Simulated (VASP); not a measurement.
# Al2O3 (P-6m2) in VASP: single point with r2SCAN

Aim: the single point of Al2O3 with r2SCAN.

Everything below comes from runs of VASP 6.6.1. Logs are shortened: lines on timing, memory, paths and dates and some standing lists are left out, and cuts for length are marked.

**1. The cell of the first run**

It takes space group P-6m2 (No. 187, hexagonal). The conventional cell has a = 2.884 Å, b = 2.884 Å, c = 9.337 Å, α = 90.00°, β = 90.00°, γ = 120.00°. Al (site symmetry 3m) has 6 O at 1.80 to 2.18 Å within 2.4 Å. Within 2.4 Å of O (site symmetry 3m) lie 3 Al at 1.80 Å. Within 2.9 Å of O (site symmetry -6m2) lie 6 Al at 2.18 Å and 12 O at 2.66 to 2.88 Å.

**2. Single point, r2SCAN**

Input file POSCAR:

```
Al2O3
1.0
    2.8843249483      0.0000000000      0.0000000000
   -1.4421624742      2.4978986780      0.0000000000
    0.0000000000      0.0000000000      9.3367544600
Al O
2 3
Direct
    0.0000000000      0.0000000000      0.1499923300
    0.0000000000      0.0000000000      0.8500076700
    0.3333333333      0.6666666667      0.2223169200
    0.6666666667      0.3333333333      0.0000000000
    0.3333333333      0.6666666667      0.7776830800
```

Input file INCAR.step1:

```
SYSTEM = Al2O3
ALGO = Normal ; EDIFF = 1E-4
ENCUT = 520 ; GGA = PE
ISMEAR = 0 ; LASPH = .True.
LCHARG = .False. ; LREAL = .False.
LWAVE = .True. ; NBANDS = 20
NELM = 100 ; PREC = Accurate
SIGMA = 0.05
```

Input file INCAR.step2:

```
SYSTEM = Al2O3
ALGO = Normal ; EDIFF = 1E-6
ENCUT = 520 ; ISIF = 2
ISMEAR = 0 ; ISTART = 1
LASPH = .True. ; LCHARG = .False.
LMIXTAU = .True. ; LREAL = .False.
LWAVE = .False. ; METAGGA = R2SCAN
NBANDS = 20 ; NELM = 100
PREC = Accurate ; SIGMA = 0.05
```

Input file KPOINTS:

```
k-points
0
Gamma
  12 12 4
  0 0 0
```

Potentials or basis: VASP PAW PBE potentials, release 64 (Al, O).

Started as:

```sh
$ cat potpaw_PBE.64/Al/POTCAR potpaw_PBE.64/O/POTCAR > POTCAR
$ cp INCAR.step1 INCAR
$ mpirun -np 1 vasp_std > vasp.out
$ cp INCAR.step2 INCAR
$ mpirun -np 1 vasp_std > vasp.out
```

OUTCAR:

```text
SYSTEM = Al2O3
   EDIFF = 1E-6
   ENCUT = 520
   ISIF = 2
   ISMEAR = 0
   ISTART = 1
   LASPH = .True.
   LREAL = .False.
   METAGGA = R2SCAN
   NELM = 100
   PREC = Accurate

 ion  position               nearest neighbor table
   1  0.000  0.000  0.150-   3 1.80   3 1.80   3 1.80   4 2.18   4 2.18   4 2.18   2 2.80
   2  0.000  0.000  0.850-   5 1.80   5 1.80   5 1.80   4 2.18   4 2.18   4 2.18   1 2.80
   3  0.333  0.667  0.222-   1 1.80   1 1.80   1 1.80
   4  0.667  0.333  0.000-   1 2.18   2 2.18   1 2.18   2 2.18   1 2.18   2 2.18
   5  0.333  0.667  0.778-   2 1.80   2 1.80   2 1.80

  LATTYP: Found a hexagonal cell.
 ALAT       =     2.8843249483
 C/A-ratio  =     3.2370674689

  Lattice vectors:

 A1 = (   2.8843249483,   0.0000000000,   0.0000000000)
 A2 = (  -1.4421624742,   2.4978986780,   0.0000000000)
 A3 = (   0.0000000000,   0.0000000000,   9.3367544600)

Analysis of symmetry for initial positions (statically):
=====================================================================
 Subroutine PRICEL returns:
 Original cell was already a primitive cell.

 Routine SETGRP: Setting up the symmetry group for a
 hexagonal supercell.

 Subroutine GETGRP returns: Found 12 space group operations
 (whereof 12 operations were pure point group operations)
 out of a pool of 24 trial point group operations.

The static configuration has the point symmetry D_3h.

Analysis of symmetry for dynamics (positions and initial velocities):
=====================================================================
 Subroutine PRICEL returns:
 Original cell was already a primitive cell.

 Routine SETGRP: Setting up the symmetry group for a
 hexagonal supercell.

 Subroutine GETGRP returns: Found 12 space group operations
 (whereof 12 operations were pure point group operations)
 out of a pool of 24 trial point group operations.

The dynamic configuration has the point symmetry D_3h.

 Subroutine INISYM returns: Found 12 space group operations
 (whereof 12 operations are pure point group operations),
 and found     1 'primitive' translations

----------------------------------------------------------------------------------------

                                     Primitive cell

  volume of cell :      67.2690

[... 93 lines left out ...]
   NELM   =    100;   NELMIN=  2; NELMDL=  0     # of ELM steps
   EDIFF  = 0.1E-05   stopping-criterion for ELM
   LREAL  =      F    real-space projection
   EDIFFG = 0.1E-04   stopping-criterion for IOM
   NSW    =      0    number of steps for IOM
   IBRION =     -1    ionic relax: 0-MD 1-quasi-New 2-CG
   NFREE  =      0    steps in history (QN), initial steepest desc. (CG)
   ISIF   =      2    stress and relaxation
   ISYM   =      2    0-nonsym 1-usesym 2-fastsym
   POTIM  = 0.5000    time-step for ionic-motion
   TEBEG  =    0.0;   TEEND  =   0.0 temperature during run
   PSTRESS=    0.0 pullay stress
   NELECT =      24.0000    total number of electrons
   NUPDOWN=      -1.0000    fix difference up-down
   EMIN   =  10.00;   EMAX   =-10.00  energy-range for DOS
   EFERMI =   0.00;   METHOD = LEGACY
   ISMEAR =     0;   SIGMA  =   0.05  broadening in eV -4-tet -1-fermi 0-gaus
   EFERMI_NEDOS =   21; number of points for ismear=-14 and -15
   IALGO  =     38    algorithm
   IMIX   =      4    mixing-type and parameters
     AMIX     =   0.40;   BMIX     =  1.00
     AMIX_MAG =   1.60;   BMIX_MAG =  1.00
  volume/ion in A,a.u.               =      13.45        90.79
  Fermi-wavevector in a.u.,A,eV,Ry     =   1.161111  2.194181 18.343074  1.348178
  Thomas-Fermi vector in A             =   2.297686
   LORBIT       =      0    0 simple, 1 ext, 2 COOP (PROOUT), +10 PAW based schemes
   METAGGA = R2SCAN    functional components
   LHFCALC =     F    Hartree Fock is set to
   AEXX    =    0.0000 exact exchange contribution
   IVDW    =     0    specifies the selected vdW correction
   LEPSILON=     F    determine dielectric tensor
   LRPA    =     F    only Hartree local field effects (RPA)
 non-spin polarized calculation
 Gauss-broadening in eV      SIGMA  =   0.05
  energy-cutoff  :      520.00
  volume of cell :       67.27
 maximum number of plane-waves:      1853
 NGX is ok and might be reduce to    24
   NGX = 11   NGY = 11   NGZ = 35

 number of electron      23.9999983 magnetization

 Free energy of the ion-electron system (eV)
  ---------------------------------------------------
  ext. energy  EPLUGINS =         0.00000000
  ---------------------------------------------------
  free energy    TOTEN  =       -46.79063116 eV

  energy without entropy =      -46.79063116  energy(sigma->0) =      -46.79063116

 E-fermi :   0.7132     XC(G=0):  -8.7592

 val. band max:        0.4601200813   @ k =   0.1667   0.0000   0.0000
 cond. band min:       6.0618395536   @ k =   0.0000   0.0000   0.0000
 fundamental gap:      5.6017194723
 Fermi energy:         0.7132279282

 k-point     1 :       0.0000    0.0000    0.0000
  band No.  band energies     occupation
      1     -19.2057      2.00000
      2     -18.1601      2.00000
      3     -17.0397      2.00000
      4      -4.5680      2.00000
      5      -1.6403      2.00000
      6      -1.0607      2.00000
[... 541 lines left out ...]
     19      14.4575      0.00000
     20      15.6084      0.00000

 [... further k-points ...]

------------------------ aborting loop because EDIFF is reached ----------------------------------------

  FORCE on cell =-STRESS in cart. coord.  units (eV):
  Direction    XX          YY          ZZ          XY          YZ          ZX
  --------------------------------------------------------------------------------------
  -------------------------------------------------------------------------------------
  Total       -2.2102147     -2.2102147     -1.4773040      0.0000000      0.0000000      0.0000000
  in kB      -52.6417239    -52.6417239    -35.1856438      0.0000000      0.0000000      0.0000000
  external PRESSURE =     -46.8230305 kB  Pullay stress =       0.0000000 kB

 VOLUME and BASIS-vectors are now :
 -----------------------------------------------------------------------------
  energy-cutoff  :      520.00
  volume of cell :       67.27
      direct lattice vectors                 reciprocal lattice vectors
     2.884324948  0.000000000  0.000000000     0.346701574  0.200168247  0.000000000
    -1.442162474  2.497898678  0.000000000     0.000000000  0.400336494  0.000000000
     0.000000000  0.000000000  9.336754460     0.000000000  0.000000000  0.107103598

 POSITION                                       TOTAL-FORCE (eV/Angst)
 -----------------------------------------------------------------------------------
      0.00000      0.00000      1.40044        -0.000000     -0.000000      0.148261
      0.00000      0.00000      7.93631         0.000000      0.000000     -0.148261
     -0.00000      1.66527      2.07572        -0.000000      0.000000     -0.434793
      1.44216      0.83263      0.00000        -0.000000      0.000000      0.000000
     -0.00000      1.66527      7.26104        -0.000000      0.000000      0.434793
 -----------------------------------------------------------------------------------
    total drift:                                0.000006     -0.000003      0.000000

  FREE ENERGIE OF THE ION-ELECTRON SYSTEM (eV)
  ---------------------------------------------------
  free  energy   TOTEN  =       -46.7906311626 eV

  energy  without entropy=      -46.7906311626  energy(sigma->0) =      -46.79063116
```

OSZICAR.step1:

```text
N       E                     dE             d eps       ncg     rms          rms(c)
DAV:   1     0.119778451592E+03    0.11978E+03   -0.12264E+04  2280   0.107E+03
DAV:   2    -0.324121199130E+02   -0.15219E+03   -0.14835E+03  2792   0.250E+02
DAV:   3    -0.408243352993E+02   -0.84122E+01   -0.83803E+01  3020   0.613E+01
DAV:   4    -0.409103923256E+02   -0.86057E-01   -0.86033E-01  2860   0.681E+00
DAV:   5    -0.409118746544E+02   -0.14823E-02   -0.14823E-02  2964   0.857E-01    0.128E+01
DAV:   6    -0.364299403976E+02    0.44819E+01   -0.14399E+01  2480   0.270E+01    0.452E+00
DAV:   7    -0.364181775066E+02    0.11763E-01   -0.46609E-01  2732   0.458E+00    0.252E+00
DAV:   8    -0.363903239231E+02    0.27854E-01   -0.54421E-02  2928   0.219E+00    0.843E-01
DAV:   9    -0.363846138961E+02    0.57100E-02   -0.20120E-02  3020   0.119E+00    0.192E-01
DAV:  10    -0.363849431686E+02   -0.32927E-03   -0.35480E-03  2668   0.395E-01    0.139E-01
DAV:  11    -0.363851089141E+02   -0.16575E-03   -0.30600E-03  2524   0.538E-01    0.761E-02
DAV:  12    -0.363850071041E+02    0.10181E-03   -0.52355E-04  2596   0.169E-01    0.502E-02
DAV:  13    -0.363849773811E+02    0.29723E-04   -0.23917E-04  2224   0.122E-01
   1 F= -.36384977E+02 E0= -.36384977E+02  d E =-.924790E-16
```

Wall time 3.6 min (1 thread of Intel Xeon Platinum 8488C (Sapphire Rapids), shared host); peak memory 0.23 GiB.

What came out:

* Free energy: -46.7906 eV
* Pressure: -4.7 GPa
* Largest force: 0.435 eV/Å
* Band gap on the k mesh: 5.60 eV (least direct gap 5.83 eV)

Forces in eV/Å, atoms in the order of the input:
```
Al   0.000  0.000  0.148
Al   0.000  0.000 -0.148
O    0.000  0.000 -0.435
O    0.000  0.000  0.000
O    0.000  0.000  0.435
```

Levels at points of the mesh, in eV from the valence-band top:
| k point | band 10 | band 11 | band 12 | band 13 | band 14 | band 15 |
| --- | --- | --- | --- | --- | --- | --- |
| (0.00, 0.00, 0.00) | -0.56 | -0.56 | -0.22 | 5.60 | 8.29 | 8.76 |
| (0.50, 0.00, 0.00) | -1.04 | -0.82 | -0.58 | 8.69 | 9.91 | 10.02 |
| (0.00, 0.00, 0.50) | -0.56 | -0.56 | -0.27 | 5.73 | 7.87 | 8.89 |
| (0.50, 0.00, 0.50) | -1.04 | -0.83 | -0.57 | 8.70 | 9.86 | 10.08 |

Caveat: the cell stands under tension; the PAW data sets were made with another functional, which shifts forces and pressure a little.
